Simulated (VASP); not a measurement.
Wanted: the native input for a VASP 6.6.1 run.

* Task: single point
* Functional: PBE
* Potentials or basis: VASP PAW PBE potentials, release 64 (I)
* Cutoff: 520 eV
* k mesh: 6 × 6 × 6
* Occupations: gaussian, width 0.1 eV
* Spin: no spin polarisation
* Dipole correction: no
* Further INCAR settings: ALGO = Normal; EDIFF = 1e-06; NBANDS = 38

The structure of I lies in POSCAR:

```
I
1.0
    6.5833927077      0.0000000000      0.0000000000
    0.0000000000      6.5833927077      0.0000000000
    0.0000000000      0.0000000000      6.5833927077
I
8
Direct
    0.5000000000      0.5000000000      0.5000000000
    0.0000000000      0.0000000000      0.0000000000
    0.2500000000      0.0000000000      0.5000000000
    0.5000000000      0.2500000000      0.0000000000
    0.5000000000      0.7500000000      0.0000000000
    0.7500000000      0.0000000000      0.5000000000
    0.0000000000      0.5000000000      0.7500000000
    0.0000000000      0.5000000000      0.2500000000
```

One way to write it, as run:

INCAR

```
  PREC = Accurate
  ENCUT = 520
  EDIFF = 1E-6
  ISMEAR = 0
  SIGMA = 0.1
  LREAL = False
  LASPH = True
  NELM = 80
  ALGO = Normal
  ISIF = 2
  LWAVE = False
  LCHARG = False
  GGA = PE
  NBANDS = 38
```

KPOINTS

```
Automatic mesh
0
Gamma
  6 6 6
```

Potentials or basis: VASP PAW PBE potentials, release 64 (I).

Launch:

```bash
$ cat potpaw_PBE.64/I/POTCAR > POTCAR
$ mpirun -np 1 vasp_std > vasp.out
```

It gave:

```yaml
Pressure: 0.0 GPa
Band_gap_on_the_k_mesh: zero (band 28 reaches 4.45 eV, above the bottom of band 29 at 3.57 eV)
```

Caveat: spin-orbit coupling is left out, which moves the levels of the heavy elements.

Wall time 100 s on 1 thread of Intel(R) Xeon(R) Platinum 8488C (Sapphire Rapids), on a shared host, peak memory 0.42 GiB.
